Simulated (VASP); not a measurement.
# Bi2Te3 in VASP: further runs, part 2 of 2

VASP 6.6.1.

## (3) Single point, PBE

This run uses another cell than the first one, of 68.26 Å³/atom, 1.216 times its volume.

INCAR reads:

```
ALGO = Normal
DIPOL = 0.5 0.5 0.500
EDIFF = 1E-6
ENCUT = 520
GGA = PE
IDIPOL = 3
ISIF = 2
ISMEAR = 0
LASPH = True
LCHARG = False
LDIPOL = True
LREAL = False
LWAVE = False
NBANDS = 59
NELM = 60
PREC = Accurate
SIGMA = 0.1
```

KPOINTS reads:

```
k-points
0
Gamma
  9 9 1
```

POSCAR reads:

```
Bi2Te3
1.0
    4.4688133036      0.0000000000      0.0000000000
   -2.2344066518      3.8701058457      0.0000000000
    0.0000000000      0.0000000000     39.4659164882
Bi Te
4 6
Direct
    0.6666666667      0.3333333333      0.2787215141
    0.0000000000      0.0000000000      0.4715271933
    0.3333333333      0.6666666667      0.5284728067
    0.6666666667      0.3333333333      0.7212784859
    0.0000000000      0.0000000000      0.3241170189
    0.3333333333      0.6666666667      0.3751247301
    0.6666666667      0.3333333333      0.4261314215
    0.6666666667      0.3333333333      0.5738683115
    0.0000000000      0.0000000000      0.6248760227
    0.3333333333      0.6666666667      0.6758827141
```

Potentials or basis: VASP PAW PBE potentials, release 64 (Bi_d, Te).

Run with:

```bash
> cat potpaw_PBE.64/Bi_d/POTCAR potpaw_PBE.64/Te/POTCAR > POTCAR
> mpirun -np 1 vasp_std > vasp.out
```

OUTCAR:

```text
EDIFF = 1E-6
   ENCUT = 520
   GGA = PE
   ISIF = 2
   ISMEAR = 0
   LASPH = True
   LREAL = False
   NELM = 60
   PREC = Accurate

 ion  position               nearest neighbor table
   1  0.667  0.333  0.279-   5 3.14   5 3.14   5 3.14
   2  0.000  0.000  0.472-   7 3.14   7 3.14   7 3.14   3 3.42   3 3.42   3 3.42
   3  0.333  0.667  0.528-   8 3.14   8 3.14   8 3.14   2 3.42   2 3.42   2 3.42
   4  0.667  0.333  0.721-  10 3.14  10 3.14  10 3.14
   5  0.000  0.000  0.324-   1 3.14   1 3.14   1 3.14   6 3.27   6 3.27   6 3.27
   6  0.333  0.667  0.375-   7 3.27   7 3.27   7 3.27   5 3.27   5 3.27   5 3.27
   7  0.667  0.333  0.426-   2 3.14   2 3.14   2 3.14   6 3.27   6 3.27   6 3.27
   8  0.667  0.333  0.574-   3 3.14   3 3.14   3 3.14   9 3.27   9 3.27   9 3.27
   9  0.000  0.000  0.625-  10 3.27  10 3.27  10 3.27   8 3.27   8 3.27   8 3.27
  10  0.333  0.667  0.676-   4 3.14   4 3.14   4 3.14   9 3.27   9 3.27   9 3.27

  LATTYP: Found a hexagonal cell.
 ALAT       =     4.4688133036
 C/A-ratio  =     8.8314086553

  Lattice vectors:

 A1 = (   4.4688133036,   0.0000000000,   0.0000000000)
 A2 = (  -2.2344066518,   3.8701058457,   0.0000000000)
 A3 = (   0.0000000000,   0.0000000000,  39.4659164882)

Analysis of symmetry for initial positions (statically):
=====================================================================
 Subroutine PRICEL returns:
 Original cell was already a primitive cell.

 Routine SETGRP: Setting up the symmetry group for a
 hexagonal supercell.

 Subroutine GETGRP returns: Found 12 space group operations
 (whereof  6 operations were pure point group operations)
 out of a pool of 24 trial point group operations.

The static configuration has the point symmetry C_3v.
 The point group associated with its full space group is D_3d.

Analysis of symmetry for dynamics (positions and initial velocities):
=====================================================================
 Subroutine PRICEL returns:
 Original cell was already a primitive cell.

 Routine SETGRP: Setting up the symmetry group for a
 hexagonal supercell.
[... 145 lines left out ...]
 NGX is ok and might be reduce to    36
   NGX = 17   NGY = 17   NGZ =147

 number of electron      96.0000015 magnetization

 dipolmoment           0.000000      0.000000     -0.000062 electrons x Angstroem

 Free energy of the ion-electron system (eV)
  ---------------------------------------------------
  ext. energy  EPLUGINS =         0.00000000
  ---------------------------------------------------
  free energy    TOTEN  =       -33.62630459 eV

  energy without entropy =      -33.60975343  energy(sigma->0) =      -33.61802901

 E-fermi :   1.0211     XC(G=0):  -5.0874

 val. band max:        1.0150991728   @ k =   0.1111   0.0000   0.0000
 cond. band min:       1.2633963207   @ k =   0.1111   0.1111   0.0000
 fundamental gap:      0.2482971479
 Fermi energy:         1.0211450270

 k-point     1 :       0.0000    0.0000    0.0000
  band No.  band energies     occupation
      1     -21.8032      2.00000
      2     -21.8032      2.00000
      3     -21.8025      2.00000
      4     -21.8025      2.00000
      5     -21.7955      2.00000
      6     -21.7955      2.00000
[... 733 lines left out ...]
     58       4.8609      0.00000
     59       4.8690      0.00000

------------------------ aborting loop because EDIFF is reached ----------------------------------------

 vacuum level on the upper side and lower side of the slab       (xc-potential included)        -0.005        -0.005

  FORCE on cell =-STRESS in cart. coord.  units (eV):
  Direction    XX          YY          ZZ          XY          YZ          ZX
  --------------------------------------------------------------------------------------
  -------------------------------------------------------------------------------------
  Total       -2.8959475     -2.8959475     -1.5352487     -0.0000000      0.0000000      0.0000000
  in kB       -6.7977317     -6.7977317     -3.6037287     -0.0000000      0.0000000      0.0000000
  external PRESSURE =      -5.7330640 kB  Pullay stress =       0.0000000 kB

 VOLUME and BASIS-vectors are now :
 -----------------------------------------------------------------------------
  energy-cutoff  :      520.00
  volume of cell :      682.55
      direct lattice vectors                 reciprocal lattice vectors
     4.468813304  0.000000000  0.000000000     0.223773054  0.129195433  0.000000000
    -2.234406652  3.870105846  0.000000000     0.000000000  0.258390866  0.000000000
     0.000000000  0.000000000 39.465916488     0.000000000  0.000000000  0.025338319

 POSITION                                       TOTAL-FORCE (eV/Angst)
 -----------------------------------------------------------------------------------
      2.23441      1.29004     11.00000         0.000000     -0.000000      0.336201
      0.00000      0.00000     18.60925        -0.000000     -0.000000     -0.162592
     -0.00000      2.58007     20.85666         0.000000     -0.000000      0.162592
      2.23441      1.29004     28.46592         0.000000      0.000000     -0.336201
      0.00000      0.00000     12.79158        -0.000000      0.000000     -0.323915
     -0.00000      2.58007     14.80464        -0.000000      0.000000     -0.041193
      2.23441      1.29004     16.81767        -0.000000     -0.000000      0.146456
      2.23441      1.29004     22.64824         0.000000     -0.000000     -0.146456
      0.00000      0.00000     24.66130         0.000000     -0.000000      0.041193
     -0.00000      2.58007     26.67433         0.000000     -0.000000      0.323915
 -----------------------------------------------------------------------------------
    total drift:                               -0.000000      0.000000     -0.003268

  FREE ENERGIE OF THE ION-ELECTRON SYSTEM (eV)
  ---------------------------------------------------
  free  energy   TOTEN  =       -33.6263045884 eV

  energy  without entropy=      -33.6097534271  energy(sigma->0) =      -33.61802901

 vacuum level on the upper side and lower side of the slab         5.102         5.102
```

stdout:

```text
POSCAR found type information on POSCAR BiTe
 POSCAR found :  2 types and      10 ions
 scaLAPACK will be used
 LDA part: xc-table for (Slater+PW92), standard interpolation
 POSCAR, INCAR and KPOINTS ok, starting setup
 FFT: planning ... GRIDC
 FFT: planning ... GRID_SOFT
 FFT: planning ... GRID
 WAVECAR not read
 entering main loop
```

Wall time 19 min (1 thread of Intel Xeon 6975P-C (Granite Rapids), shared host); peak memory 0.92 GiB.

What came out:

```yaml
Free_energy: -33.6263 eV
Largest_force: 0.336 eV/Å
Band_gap_on_the_k_mesh: zero (band 48 reaches 0.97 eV, above the bottom of band 49 at 0.84 eV)
```

Forces in eV/Å, atoms in the order of the input:
```
Bi   0.000  0.000  0.336
Bi   0.000  0.000 -0.163
Bi   0.000  0.000  0.163
Bi   0.000  0.000 -0.336
Te   0.000  0.000 -0.324
Te   0.000  0.000 -0.041
Te   0.000  0.000  0.146
Te   0.000  0.000 -0.146
Te   0.000  0.000  0.041
Te   0.000  0.000  0.324
```

Levels at points of the mesh, in eV from the Fermi level:
```csv
k point,band 44,band 45,band 46,band 47,band 48,band 49,band 50,band 51,band 52,band 53
"(0.00, 0.00, 0.00)",-0.58,-0.58,-0.43,-0.39,-0.39,-0.19,0.57,0.57,0.61,0.95
```

Caveat: spin-orbit coupling is left out, which moves the levels of the heavy elements.

## (4) Single point, PBE

INCAR reads:

```
ALGO = Normal
DIPOL = 0.5 0.5 0.500
EDIFF = 1E-6
ENCUT = 520
GGA = PE
IDIPOL = 3
ISIF = 2
ISMEAR = 0
LASPH = T
LCHARG = T
LDIPOL = T
LELF = T
LREAL = F
LVACPOTAV = T
LVHAR = T
LWAVE = F
NBANDS = 59
NELM = 80
PREC = Accurate
SIGMA = 0.1
```

KPOINTS is that of step 3.

POSCAR reads:

```
Bi2Te3
1.0
    4.4688133036      0.0000000000      0.0000000000
   -2.2344066518      3.8701058457      0.0000000000
    0.0000000000      0.0000000000     32.4659164882
Bi Te
4 6
Direct
    0.6666666667      0.3333333333      0.2323053975
    0.0000000000      0.0000000000      0.4643436670
    0.3333333333      0.6666666667      0.5356564331
    0.6666666667      0.3333333333      0.7676946787
    0.0000000000      0.0000000000      0.2851464532
    0.3333333333      0.6666666667      0.3475973839
    0.6666666667      0.3333333333      0.4103142690
    0.6666666667      0.3333333333      0.5896857825
    0.0000000000      0.0000000000      0.6524026361
    0.3333333333      0.6666666667      0.7148535651
```

Run with:

```bash
> cat potpaw_PBE.64/Bi_d/POTCAR potpaw_PBE.64/Te/POTCAR > POTCAR
> mpirun -np 1 vasp_std > vasp.out
```

It took 18 min on 1 thread of Oxide Virtual Turin-like, shared host; peak memory 0.8 GiB.

The run converged. Its results:

```
Free energy            : -33.6612 eV
Largest force          : 0.007 eV/Å
Band gap on the k mesh : zero (band 48 reaches 2.07 eV, above the bottom of band 49 at 1.83 eV)
```

Forces in eV/Å, atoms in the order of the input:
```
Bi   0.000  0.000  0.004
Bi   0.000  0.000 -0.007
Bi   0.000  0.000  0.007
Bi   0.000  0.000 -0.004
Te   0.000  0.000  0.003
Te   0.000  0.000 -0.005
Te   0.000  0.000  0.001
Te   0.000  0.000 -0.001
Te   0.000  0.000  0.005
Te   0.000  0.000 -0.003
```

Levels at points of the mesh, in eV from the Fermi level:
```csv
k point,band 44,band 45,band 46,band 47,band 48,band 49,band 50,band 51,band 52,band 53
"(0.00, 0.00, 0.00)",-0.57,-0.57,-0.46,-0.41,-0.41,-0.28,0.60,0.61,0.61,0.94
```

Caveat: spin-orbit coupling is left out, which moves the levels of the heavy elements.

## (5) The runs side by side

```csv
cell,dipole correction,gap on the mesh (eV),largest force (eV/Å)
"a = 4.469, b = 4.469, c = 32.466 Å, angles 90.0, 90.0, 120.0°, 10 atoms",no,none,0.34
"a = 4.469, b = 4.469, c = 39.466 Å, angles 90.0, 90.0, 120.0°, 10 atoms",yes,none,0.34
"a = 4.469, b = 4.469, c = 32.466 Å, angles 90.0, 90.0, 120.0°, 10 atoms",yes,none,0.01
```

Some of these runs hold the atoms at other places in the same cell, which the table doesn't show; runs alike in all that it shows share one row.

Alike in all rows: task single point; level PBE; potentials or basis VASP PAW PBE potentials, release 64 (Bi_d, Te); no spin polarisation; k mesh 9 × 9 × 1; cutoff (eV) 520; smearing gaussian 0.1 eV.

Caveats: spin-orbit coupling is left out, which moves the levels of the heavy elements.

Absolute energies hang on the potentials; compare differences alone.
